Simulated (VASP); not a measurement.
# HfC (Fm-3m) in VASP: a series of runs

Runs on HfC. Level: LDA. Tasks: single point.

Program: VASP 6.6.1. These are calculated values, not measurements. Logs are shortened: lines on timing, memory, paths and dates and some standing lists are left out, and cuts for length are marked.

## 1. The cell of the first run

It takes space group Fm-3m (No. 225, cubic). The conventional cell has a = 4.665 Å, b = 4.665 Å, c = 4.665 Å, α = 90.00°, β = 90.00°, γ = 90.00°. Within 3.1 Å of Hf (site symmetry m-3m) lie 6 C at 2.33 Å. C (site symmetry m-3m) has 6 Hf at 2.33 Å within 3.1 Å.

## 2. Single point, LDA (volume scaled by 1.01)

Input file INCAR:

```
SYSTEM = HfC
PREC = Accurate
ENCUT = 520
EDIFF = 1E-6
ISMEAR = -1
SIGMA = 0.05
LREAL = .FALSE.
LASPH = .TRUE.
NELM = 60
ALGO = Normal
ISIF = 2
LWAVE = .FALSE.
LCHARG = .FALSE.
GGA = CA
NBANDS = 14
```

Input file KPOINTS:

```
regular mesh
0
G
  12 12 12
  0 0 0
```

Input file POSCAR:

```
HfC
1.0
    0.0000000000      2.3327243092      2.3327243092
    2.3327243092      0.0000000000      2.3327243092
    2.3327243092      2.3327243092      0.0000000000
Hf C
1 1
Direct
    0.5000000000      0.5000000000      0.5000000000
    0.0000000000      0.0000000000      0.0000000000
```

Potentials or basis: VASP PAW LDA potentials, release 64 (Hf_pv, C).

On the command line:

```bash
cat potpaw_LDA.64/Hf_pv/POTCAR potpaw_LDA.64/C/POTCAR > POTCAR
mpirun -np 1 vasp_std > vasp.out
```

OUTCAR:

```text
SYSTEM = HfC
   PREC = Accurate
   ENCUT = 520
   EDIFF = 1E-6
   ISMEAR = -1
   LREAL = .FALSE.
   LASPH = .TRUE.
   NELM = 60
   ISIF = 2
   GGA = CA

 ion  position               nearest neighbor table
   1  0.500  0.500  0.500-   2 2.33   2 2.33   2 2.33   2 2.33   2 2.33   2 2.33
   2  0.000  0.000  0.000-   1 2.33   1 2.33   1 2.33   1 2.33   1 2.33   1 2.33

  LATTYP: Found a face centered cubic cell.
 ALAT       =     4.6654486184

  Lattice vectors:

 A1 = (   0.0000000000,   2.3327243092,   2.3327243092)
 A2 = (   2.3327243092,   0.0000000000,   2.3327243092)
 A3 = (   2.3327243092,   2.3327243092,   0.0000000000)

Analysis of symmetry for initial positions (statically):
=====================================================================
 Subroutine PRICEL returns:
 Original cell was already a primitive cell.

 Routine SETGRP: Setting up the symmetry group for a
 face centered cubic supercell.

 Subroutine GETGRP returns: Found 48 space group operations
 (whereof 48 operations were pure point group operations)
 out of a pool of 48 trial point group operations.

The static configuration has the point symmetry O_h .

Analysis of symmetry for dynamics (positions and initial velocities):
=====================================================================
 Subroutine PRICEL returns:
 Original cell was already a primitive cell.

 Routine SETGRP: Setting up the symmetry group for a
 face centered cubic supercell.

 Subroutine GETGRP returns: Found 48 space group operations
 (whereof 48 operations were pure point group operations)
 out of a pool of 48 trial point group operations.

The dynamic configuration has the point symmetry O_h .

 Subroutine INISYM returns: Found 48 space group operations
 (whereof 48 operations are pure point group operations),
 and found     1 'primitive' translations

----------------------------------------------------------------------------------------

                                     Primitive cell

  volume of cell :      25.3875

  direct lattice vectors                    reciprocal lattice vectors
     0.000000000  2.332724309  2.332724309    -0.214341660  0.214341660  0.214341660
     2.332724309  0.000000000  2.332724309     0.214341660 -0.214341660  0.214341660
     2.332724309  2.332724309  0.000000000     0.214341660  0.214341660 -0.214341660

  length of vectors
     3.298970355  3.298970355  3.298970355     0.371250645  0.371250645  0.371250645

  position of ions in fractional coordinates (direct lattice)
     0.500000000  0.500000000  0.500000000
     0.000000000  0.000000000  0.000000000

  ion indices of the primitive-cell ions
   primitive index   ion index
                 1           1
                 2           2

----------------------------------------------------------------------------------------

 KPOINTS: regular mesh

Automatic generation of k-mesh.
 Grid dimensions read from file:
 generate k-points for:   12   12   12

 Generating k-lattice:

  Cartesian coordinates                     Fractional coordinates (reciprocal lattice)
    -0.017861805  0.017861805  0.017861805     0.083333333  0.000000000  0.000000000
     0.017861805 -0.017861805  0.017861805     0.000000000  0.083333333  0.000000000
     0.017861805  0.017861805 -0.017861805     0.000000000  0.000000000  0.083333333

  Length of vectors
     0.030937554  0.030937554  0.030937554

  Shift w.r.t. Gamma in fractional coordinates (k-lattice)
     0.000000000  0.000000000  0.000000000

 Subroutine IBZKPT returns following result:
 ===========================================

 Found     72 irreducible k-points:

 Following reciprocal coordinates:
            Coordinates               Weight
  0.000000  0.000000  0.000000      1.000000
  0.083333  0.000000  0.000000      8.000000
  0.166667  0.000000  0.000000      8.000000
  0.250000  0.000000  0.000000      8.000000
  0.333333  0.000000  0.000000      8.000000
  0.416667  0.000000  0.000000      8.000000
[... 16 lines left out ...]
  0.500000  0.166667  0.000000     24.000000
 -0.416667  0.166667  0.000000     24.000000
 [... further k-points ...]
   k-points           NKPTS =     72   k-points in BZ     NKDIM =     72   number of bands    NBANDS=     14
   number of dos      NEDOS =    301   number of ions     NIONS =      2
   total plane-waves  NPLWV =  21952
   dimension x,y,z NGX =    28 NGY =   28 NGZ =   28
   dimension x,y,z NGXF=    56 NGYF=   56 NGZF=   56
   ions per type =               1   1
   NGX,Y,Z   is equivalent  to a cutoff of  14.11, 14.11, 14.11 a.u.
   NGXF,Y,Z  is equivalent  to a cutoff of  28.22, 28.22, 28.22 a.u.
 SYSTEM =  HfC
   PREC   = accura    normal or accurate (medium, high low for compatibility)
   ISTART =      0    job   : 0-new  1-cont  2-samecut
   ICHARG =      2    charge: 1-file 2-atom 10-const
   ISPIN  =      1    spin polarized calculation?
   LNONCOLLINEAR =      F non collinear calculations
   LSORBIT =      F    spin-orbit coupling
   LASPH  =      T    aspherical Exc in radial PAW
   ENCUT  =  520.0 eV  38.22 Ry    6.18 a.u.   6.13  6.13  6.13*2*pi/ulx,y,z
   NELM   =     60;   NELMIN=  2; NELMDL= -5     # of ELM steps
   EDIFF  = 0.1E-05   stopping-criterion for ELM
   LREAL  =      F    real-space projection
   EDIFFG = 0.1E-04   stopping-criterion for IOM
   NSW    =      0    number of steps for IOM
   IBRION =     -1    ionic relax: 0-MD 1-quasi-New 2-CG
   NFREE  =      0    steps in history (QN), initial steepest desc. (CG)
   ISIF   =      2    stress and relaxation
   ISYM   =      2    0-nonsym 1-usesym 2-fastsym
   POTIM  = 0.5000    time-step for ionic-motion
   TEBEG  =    0.0;   TEEND  =   0.0 temperature during run
   PSTRESS=    0.0 pullay stress
   NELECT =      14.0000    total number of electrons
   NUPDOWN=      -1.0000    fix difference up-down
   EMIN   =  10.00;   EMAX   =-10.00  energy-range for DOS
   EFERMI =   0.00;   METHOD = LEGACY
   ISMEAR =    -1;   SIGMA  =   0.05  broadening in eV -4-tet -1-fermi 0-gaus
   EFERMI_NEDOS =   21; number of points for ismear=-14 and -15
   IALGO  =     38    algorithm
   IMIX   =      4    mixing-type and parameters
     AMIX     =   0.40;   BMIX     =  1.00
     AMIX_MAG =   1.60;   BMIX_MAG =  1.00
  volume/ion in A,a.u.               =      12.69        85.66
  Fermi-wavevector in a.u.,A,eV,Ry     =   1.342489  2.536937 24.521466  1.802277
  Thomas-Fermi vector in A             =   2.470639
   LORBIT       =      0    0 simple, 1 ext, 2 COOP (PROOUT), +10 PAW based schemes
   GGA     = CA    functional components
   LHFCALC =     F    Hartree Fock is set to
   AEXX    =    0.0000 exact exchange contribution
   IVDW    =     0    specifies the selected vdW correction
   LEPSILON=     F    determine dielectric tensor
   LRPA    =     F    only Hartree local field effects (RPA)
 non-spin polarized calculation
  energy-cutoff  :      520.00
  volume of cell :       25.39
 maximum number of plane-waves:       701
 NGX is ok and might be reduce to    28
   NGX = 13   NGY = 13   NGZ = 13

 number of electron      14.0000001 magnetization

 Free energy of the ion-electron system (eV)
  ---------------------------------------------------
  ext. energy  EPLUGINS =         0.00000000
  ---------------------------------------------------
  free energy    TOTEN  =       -22.83228172 eV

  energy without entropy =      -22.82993263  energy(sigma->0) =      -22.83110717

 E-fermi :   5.7893     XC(G=0): -12.4400

 val. band max:        5.7110905034   @ k =   0.5000   0.5000   0.0000
 cond. band min:       5.8416703255   @ k =   0.4167   0.3333   0.0000
 fundamental gap:      0.1305798221
 Fermi energy:         5.7892507086

 k-point     1 :       0.0000    0.0000    0.0000
  band No.  band energies     occupation
      1     -23.6797      2.00000
      2     -23.6797      2.00000
      3     -23.6797      2.00000
      4      -6.3242      2.00000
      5       6.7902      0.00000
      6       6.7902      0.00000
      7       6.7902      0.00000
      8       7.0659      0.00000
      9       7.0659      0.00000
     10       7.0659      0.00000
     11       9.0598      0.00000
     12       9.0598      0.00000
     13      12.6014      0.00000
     14      16.7852      0.00000

 k-point     2 :       0.0833    0.0000    0.0000
  band No.  band energies     occupation
      1     -23.7273      2.00000
      2     -23.6844      2.00000
      3     -23.6844      2.00000
      4      -6.1502      2.00000
      5       5.6854      1.77710
      6       6.0012      0.02843
      7       6.0012      0.02843
      8       7.3908      0.00000
      9       7.3908      0.00000
     10       7.7552      0.00000
     11       9.8800      0.00000
     12       9.8800      0.00000
     13      12.9798      0.00000
     14      17.2641      0.00000

 k-point     3 :       0.1667    0.0000    0.0000
  band No.  band energies     occupation
      1     -23.8549      2.00000
      2     -23.6970      2.00000
      3     -23.6970      2.00000
      4      -5.6531      2.00000
      5       4.2454      2.00000
      6       4.9439      2.00000
      7       4.9439      2.00000
      8       7.9188      0.00000
      9       7.9188      0.00000
     10       8.2381      0.00000
     11      11.4462      0.00000
     12      11.4462      0.00000
     13      13.8648      0.00000
     14      18.4953      0.00000
[... 324 lines left out ...]
 k-point    23 :       0.5000    0.1667    0.0000
  band No.  band energies     occupation
      1     -24.2726      2.00000
      2     -23.8471      2.00000
      3     -23.7889      2.00000
      4      -3.1412      2.00000
      5       0.6182      2.00000
      6       2.9837      2.00000
      7       3.3561      2.00000
      8       8.7543      0.00000
      9      11.1913      0.00000
     10      11.4659      0.00000
     11      14.1665      0.00000
     12      15.1213      0.00000
     13      16.8743      0.00000
     14      18.2451      0.00000

 k-point    24 :      -0.4167    0.1667    0.0000
  band No.  band energies     occupation
      1     -24.2791      2.00000
      2     -23.8699      2.00000
      3     -23.7729      2.00000
      4      -2.9564      2.00000
      5       0.4002      2.00000
      6       3.0247      2.00000
      7       3.1060      2.00000
      8       9.8912      0.00000
      9      10.6299      0.00000
     10      10.8614      0.00000
     11      14.3011      0.00000
     12      15.7035      0.00000
     13      16.4984      0.00000
     14      18.5306      0.00000

 [... further k-points ...]

------------------------ aborting loop because EDIFF is reached ----------------------------------------

  FORCE on cell =-STRESS in cart. coord.  units (eV):
  Direction    XX          YY          ZZ          XY          YZ          ZX
  --------------------------------------------------------------------------------------
  -------------------------------------------------------------------------------------
  Total       -2.1722895     -2.1722895     -2.1722895     -0.0000000      0.0000000      0.0000000
  in kB     -137.0907182   -137.0907182   -137.0907182     -0.0000000      0.0000000      0.0000000
  external PRESSURE =    -137.0907182 kB  Pullay stress =       0.0000000 kB

 VOLUME and BASIS-vectors are now :
 -----------------------------------------------------------------------------
  energy-cutoff  :      520.00
  volume of cell :       25.39
      direct lattice vectors                 reciprocal lattice vectors
     0.000000000  2.332724309  2.332724309    -0.214341660  0.214341660  0.214341660
     2.332724309  0.000000000  2.332724309     0.214341660 -0.214341660  0.214341660
     2.332724309  2.332724309  0.000000000     0.214341660  0.214341660 -0.214341660

 POSITION                                       TOTAL-FORCE (eV/Angst)
 -----------------------------------------------------------------------------------
      2.33272      2.33272      2.33272         0.000000      0.000000      0.000000
      0.00000      0.00000      0.00000        -0.000000     -0.000000     -0.000000
 -----------------------------------------------------------------------------------
    total drift:                                0.000000      0.000000      0.000000

  FREE ENERGIE OF THE ION-ELECTRON SYSTEM (eV)
  ---------------------------------------------------
  free  energy   TOTEN  =       -22.8322817170 eV

  energy  without entropy=      -22.8299326256  energy(sigma->0) =      -22.83110717
```

It took 58 s on 1 thread of AMD EPYC 7R13, shared host; peak memory 0.13 GiB.

Results:

```yaml
Free_energy: -22.8323 eV
Pressure: -13.7 GPa
Band_gap_on_the_k_mesh: zero (band 7 reaches 6.79 eV, above the bottom of band 8 at 5.36 eV)
```

Levels at points of the mesh, in eV from the Fermi level:
```tsv
k point	band 5	band 6	band 7	band 8	band 9	band 10
(0.00, 0.00, 0.00)	1.00	1.00	1.00	1.28	1.28	1.28
(0.50, 0.00, 0.00)	-6.10	-2.97	-2.97	5.13	5.13	5.61
(0.50, 0.50, 0.00)	-2.53	-1.82	-0.08	-0.08	5.16	6.52
```

Caveat: spin-orbit coupling is left out, which moves the levels of the heavy elements.

(Continued in part 2 of 3.)
